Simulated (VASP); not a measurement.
Here is a VASP 6.6.1 calculation.

Contents of INCAR:

```
SYSTEM = HfSiO4
PREC = Accurate ; ENCUT = 520
EDIFF = 1E-8 ; ISMEAR = -1
SIGMA = 0.02 ; LREAL = .False.
LASPH = .True. ; NELM = 100
ALGO = Normal ; ISIF = 2
LWAVE = .False. ; LCHARG = .False.
GGA = PE ; LEFG = .True.
NBANDS = 50
```

File KPOINTS:

```
Automatic mesh
0
Gamma
  5 5 5
  0 0 0
```

The input POSCAR:

```
HfSiO4
1.0
   -3.2862500000      3.2862500000      2.8921520000
    3.2862500000     -3.2862500000      2.8921520000
    3.2862500000      3.2862500000     -2.8921520000
Hf Si O
2 2 8
Direct
    0.7500000000      0.2500000000      0.5000000000
    0.0000000000      0.0000000000      0.0000000000
    0.2500000000      0.7500000000      0.5000000000
    0.5000000000      0.5000000000      0.0000000000
    0.1340001033      0.3192779115      0.8147221918
    0.0692779115      0.7545557197      0.6852778082
    0.5045557197      0.3192779115      0.1852778082
    0.0692779115      0.3840001033      0.3147221918
    0.6159998967      0.9307220885      0.6852778082
    0.6807220885      0.8659998967      0.1852778082
    0.2454442803      0.9307220885      0.3147221918
    0.6807220885      0.4954442803      0.8147221918
```

Potentials or basis: VASP PAW PBE potentials, release 64 (Hf_pv, Si, O).

The run is started by

```console
$ cat potpaw_PBE.64/Hf_pv/POTCAR potpaw_PBE.64/Si/POTCAR potpaw_PBE.64/O/POTCAR > POTCAR
$ mpirun -np 1 vasp_std > vasp.out
```

Task: Estimate the pressure.

Result: 14.6 GPa.

Task: What does it give for the largest force?

Result: 0.496 eV/Å.

Task: Estimate the band gap on the k mesh.

Result: 5.55 eV, indirect (least direct gap 5.86 eV).

Forces in eV/Å, atoms in the order of the input:
```
Hf   0.000  0.000  0.000
Hf   0.000  0.000  0.000
Si   0.000  0.000  0.000
Si   0.000  0.000  0.000
O    0.000 -0.400 -0.294
O    0.400  0.000 -0.294
O    0.000  0.400 -0.294
O   -0.400  0.000 -0.294
O    0.000  0.400  0.294
O    0.400  0.000  0.294
O    0.000 -0.400  0.294
O   -0.400  0.000  0.294
```

Caveat: the cell differs from its parent crystal (z stretched by -3 %); without QUAD_EFG the Cq values of the log hold for a quadrupole moment of 1 mb, not for the nuclei; spin-orbit coupling is left out, which moves the levels of the heavy elements. A k mesh can miss the band edges.
